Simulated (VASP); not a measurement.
Crystal: BaTiO3.

```
Ba Ti O
1.0
     3.98550    0.00000    0.00000
     0.00000    2.83690    2.84515
     0.00000   -2.83690    2.84515
Ba Ti O
1 1 3
Direct
  0.00000 0.00000 0.00000
  0.50000 0.51240 0.51240
  0.00000 0.48740 0.48740
  0.50000 0.50524 0.99184
  0.50000 0.99184 0.50524
```

Base run:

| Item | Value |
| --- | --- |
| Program | VASP 6.6.1 |
| Functional | PBEsol |
| Potentials or basis | VASP PAW PBE potentials, release 64 (Ba_sv, Ti_sv, O) |
| Cutoff | 520 eV |
| k mesh | 4 × 4 × 4 |
| Occupations | gaussian, width 0.01 eV |
| Spin | no spin polarisation |
| Hubbard terms | Ti d U = 3.0 eV |

Its results: band gap on the k mesh 2.13 eV (least direct gap 2.36 eV); pressure 0.4 GPa; largest force 0.205 eV/Å.

Task: The run is repeated on the same cell with these changes: hubbard terms from Ti d U = 3.0 eV to none; further incar settings from ALGO = Normal; EDIFF = 1e-07; NBANDS = 28 to ALGO = Normal; EDIFF = 1e-06; NBANDS = 28. What comes out?

Result: Band gap on the k mesh 1.79 eV (least direct gap 2.00 eV); pressure -2.1 GPa; largest force 0.305 eV/Å.

Caveats: the PAW data sets were made with another functional, which shifts forces and pressure a little; spin-orbit coupling is left out, which moves the levels of the heavy elements.

A k mesh can miss the band edges.
